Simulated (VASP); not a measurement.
Input of a VASP 6.6.1 run:

INCAR

```
SYSTEM = SiC
PREC     = Accurate       ! precision mode
ENCUT    = 520            ! plane-wave cutoff, eV
EDIFF    = 1E-6           ! SCF threshold, eV
ISMEAR   = 0              ! smearing method
SIGMA    = 0.01           ! smearing width, eV
LREAL    = .FALSE.        ! projectors in reciprocal space
LASPH    = .TRUE.         ! aspherical terms in the spheres
NELM     = 80             ! most SCF steps
ALGO     = Normal         ! electronic algorithm
ISIF     = 2              ! what is computed and relaxed
LWAVE    = .FALSE.        ! write WAVECAR
LCHARG   = .FALSE.        ! write CHGCAR
NBANDS   = 11             ! bands
```

File KPOINTS:

```
Automatic mesh
0
G
  10 10 10
  0 0 0
```

Contents of POSCAR:

```
SiC
1.0
    2.1707390097      2.1707390097      0.0000000000
   -2.1707390097      2.1707390097      0.0000000000
    0.0000000000      2.1707390097      2.1707390097
Si C
1 1
Direct
    0.0000000000      0.0000000000      0.0000000000
    0.7500000000      0.2500000000      0.5000000000
```

Potentials or basis: VASP PAW LDA potentials, release 64 (Si, C).

The run is started by

```bash
$ cat potpaw_LDA.64/Si/POTCAR potpaw_LDA.64/C/POTCAR > POTCAR
$ mpirun -np 1 vasp_std > vasp.out
```

**Question.** Estimate the pressure.

**Answer.** -1.5 GPa.

**Question.** Estimate the band gap on the k mesh.

**Answer.** 1.29 eV, indirect (least direct gap 4.51 eV).

**Experimental background.**

From “Insight into the structural, elastic and electronic properties of a new orthorhombic 6O-SiC polytype”, 2020, pmc:7200658, for a bulk crystal of SiC: band gap 2.4 eV (indirect).

A measured gap of SiC is 2.4 eV (indirect; quoted in “Insight into the structural, elastic and electronic properties of a new orthorhombic 6O-SiC polytype”, 2020, pmc:7200658); the calculated 1.29 eV misses it by -1.11 eV. The value is that of LDA on a finite k mesh, which can miss the band edges, without temperature or zero-point motion. Semilocal functionals fall short of measured gaps as a rule.
